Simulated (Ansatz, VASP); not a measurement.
## KZnF3: VASP and Ansatz over several settings

```xyz
5
Lattice="4.1033 0.0000 0.0000 0.0000 4.1033 0.0000 0.0000 0.0000 4.1033" Properties=species:S:1:pos:R:3 pbc="T T T"
Zn    2.0516    2.0516    2.0516
K     0.0000    0.0000    0.0000
F     2.0516    0.0000    2.0516
F     0.0000    2.0516    2.0516
F     2.0516    2.0516    0.0000
```

Single points on this cell with VASP 6.6.1 and Ansatz 0.2.0. Each row is one pair of runs. Alike in all rows: spin: off; k mesh: 7 × 7 × 7; smearing: fermi-dirac, width 0.05 eV; Ansatz's potentials, cutoff: Ansatz PAW, 420 eV.

| level | VASP's potentials, cutoff | gap on the k mesh at the Fermi level (eV), VASP | gap on the k mesh at the Fermi level (eV), Ansatz | least direct gap on the mesh (eV), VASP | least direct gap on the mesh (eV), Ansatz | pressure (GPa), VASP | pressure (GPa), Ansatz |
| --- | --- | --- | --- | --- | --- | --- | --- |
| PBEsol | VASP PAW PBE potentials, release 64 (Zn, K_sv, F), 520 eV | 3.65 | 3.72 | 5.18 | 5.22 | -2.4 | -2.7 |
| LDA | VASP PAW LDA potentials, release 64 (Zn, K_sv, F), 520 eV | 3.60 | 3.63 | 5.07 | 5.10 | -7.0 | -7.4 |
| PBE | VASP PAW PBE potentials, release 64 (Zn, K_sv, F), 520 eV | 3.80 | 3.86 | 5.33 | 5.37 | 1.6 | 1.3 |

Gap on the k mesh at the fermi level (eV): the two programs differ by at most 0.07; least direct gap on the mesh (eV): the two programs differ by at most 0.039; pressure (GPa): the two programs differ by at most 0.36.

Noted on Ansatz's runs: odd divisions of the mesh miss points on the zone boundary, where band edges often lie, so the gap on the mesh can be too wide.
